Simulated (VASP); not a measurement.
A run of VASP 6.6.1:

INCAR

```
PREC     = Accurate       # precision mode
ENCUT    = 520            # plane-wave cutoff, eV
EDIFF    = 1E-6           # SCF threshold, eV
ISMEAR   = 0              # smearing method
SIGMA    = 0.01           # smearing width, eV
LREAL    = False          # projectors in reciprocal space
LASPH    = True           # aspherical terms in the spheres
NELM     = 100            # most SCF steps
ALGO     = Normal         # electronic algorithm
ISIF     = 2              # what is computed and relaxed
LWAVE    = False          # write WAVECAR
LCHARG   = False          # write CHGCAR
NBANDS   = 11             # bands
```

Contents of KPOINTS:

```
Automatic mesh
0
Gamma
  8 8 8
```

The input POSCAR:

```
BP
1.0
    2.2369838126      2.2369838126      0.0000000000
   -2.2369838126      2.2369838126      0.0000000000
    0.0000000000      2.2369838126      2.2369838126
B P
1 1
Direct
    0.0000000000      0.0000000000      0.0000000000
    0.7500000000      0.2500000000      0.5000000000
```

Potentials or basis: VASP PAW LDA potentials, release 64 (B, P).

Run with:

```sh
$ cat potpaw_LDA.64/B/POTCAR potpaw_LDA.64/P/POTCAR > POTCAR
$ mpirun -np 1 vasp_std > vasp.out
```

Hardware: 1 thread of Intel(R) Xeon(R) Platinum 8259CL CPU @ 2.50GHz (Skylake/Cascade Lake), on a shared host.

Question: How long does it take, and how much memory?

Answer: Wall time 3.7 s on 1 thread of Intel(R) Xeon(R) Platinum 8259CL CPU @ 2.50GHz (Skylake/Cascade Lake), with other jobs on the host, peak memory 0.12 GiB. Counts: scf iterations 12, k points 29.
